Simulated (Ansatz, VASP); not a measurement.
Two plane-wave programs on Pb

The input INCAR:

```
  ALGO = Fast
  EDIFF = 1E-6
  ENCUT = 520
  GGA = PS
  ISIF = 2
  ISMEAR = 0
  LASPH = True
  LCHARG = False
  LREAL = False
  LWAVE = False
  NBANDS = 21
  NELM = 60
  PREC = Accurate
  SIGMA = 0.1
```

The input KPOINTS:

```
k-points
0
Gamma
  9 9 9
```

The input POSCAR:

```
Pb
1.0
    0.1375600022      3.4647237759      3.4647237759
    3.4647237759      0.1375600022      3.4647237759
    3.4647237759      3.4647237759      0.1375600022
Pb
2
Direct
    0.4916058409      0.4916058409      0.4916058409
    0.7583941591      0.7583941591      0.7583941591
```

Input for Ansatz:

```yaml
crystal:
  lattice:
    - [0.1375600022, 3.4647237759, 3.4647237759]
    - [3.4647237759, 0.1375600022, 3.4647237759]
    - [3.4647237759, 3.4647237759, 0.1375600022]
  atoms:
    - { symbol: Pb, position: [0.4916058409, 0.4916058409, 0.4916058409] }
    - { symbol: Pb, position: [0.7583941591, 0.7583941591, 0.7583941591] }
basis:
  ecutwfc: 420
kpoints:
  mp_grid: { grid: [9, 9, 9] }
hamiltonian:
  xc: pbesol
scf:
  occupations: { method: gaussian, width: 0.1 }
output:
  forces: true
  stress: true
  eigenvalues: true
```

Alike in both runs: task single point; functional PBEsol; k mesh 9 × 9 × 9; occupations gaussian, width 0.1 eV; no spin polarisation.

|  | VASP | Ansatz |
| --- | --- | --- |
| version | VASP 6.6.1 | Ansatz 0.2.0 |
| potentials or method | VASP PAW PBE potentials, release 64 (Pb_d), cutoff 520 eV | scalar-relativistic, plane waves, PAW |
| valence electrons in the cell | 28 | 28 |

```tsv
	VASP	Ansatz	Ansatz less VASP
gap on the k mesh at the Fermi level (eV)	none	none	-
pressure (GPa)	3.1	3.2	+0.06
traceless stress, the component that is largest in VASP (GPa)	-2.64	-2.64	-0.004
rms of the force components (eV/Å)	0.647	0.648	+0.0009
```

VASP's potentials were made for PBE, not for PBEsol. Atom by atom the forces differ by 0.001 eV/Å (rms over components). A gap of «none» marks a metal or a gap that the smearing closes.

Spin-orbit coupling is off throughout.
